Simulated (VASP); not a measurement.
Wanted: the native input for a VASP 6.6.1 run.

```
Task                   : single point
Functional             : PBE
Potentials or basis    : VASP PAW PBE potentials, release 64 (Zn, Pb_d, F)
Cutoff                 : 520 eV
k mesh                 : 4 × 4 × 4
Occupations            : gaussian, width 0.1 eV
Spin                   : no spin polarisation
Dipole correction      : no
Further INCAR settings : ALGO = Normal; EDIFF = 1e-06; NBANDS = 62
```

The structure of ZnPb6F lies in POSCAR:

```
ZnPb6F
1.0
    0.0000000000      4.9236785900      4.9236785900
    4.9236785900      0.0000000000      4.9236785900
    4.9236785900      4.9236785900      0.0000000000
Zn Pb F
1 6 1
Direct
    0.0000000000      0.0000000000      0.0000000000
    0.7178528400      0.2821471600      0.2821471600
    0.2821471600      0.7178528400      0.7178528400
    0.2821471600      0.7178528400      0.2821471600
    0.7178528400      0.2821471600      0.7178528400
    0.2821471600      0.2821471600      0.7178528400
    0.7178528400      0.7178528400      0.2821471600
    0.5000000000      0.5000000000      0.5000000000
```

The cell was built from a structure type or drawn by symmetry, and may not be a known phase.

One way to write it, as run:

INCAR

```
PREC = Accurate
ENCUT = 520
EDIFF = 1E-6
ISMEAR = 0
SIGMA = 0.1
LREAL = False
LASPH = True
NELM = 60
ALGO = Normal
ISIF = 2
LWAVE = False
LCHARG = False
GGA = PE
NBANDS = 62
```

KPOINTS

```
Automatic mesh
0
Gamma
  4 4 4
```

Potentials or basis: VASP PAW PBE potentials, release 64 (Zn, Pb_d, F).

Launch:

```sh
$ cat potpaw_PBE.64/Zn/POTCAR potpaw_PBE.64/Pb_d/POTCAR potpaw_PBE.64/F/POTCAR > POTCAR
$ mpirun -np 1 vasp_std > vasp.out
```

Results of the run:

```json
{
  "Pressure": "18.6 GPa",
  "Largest force": "5.482 eV/Å",
  "Band gap on the k mesh": "zero (an odd number of electrons rules out a gap without spin polarisation)"
}
```

Caveat: the cell stands under pressure; spin-orbit coupling is left out, which moves the levels of the heavy elements; an odd number of electrons without spin polarisation forces a metal; a magnetic or distorted state may lie lower.

It took 2.2 min on 1 thread of Intel(R) Xeon(R) 6975P-C (Granite Rapids), with other jobs on the host, peak memory 0.44 GiB.
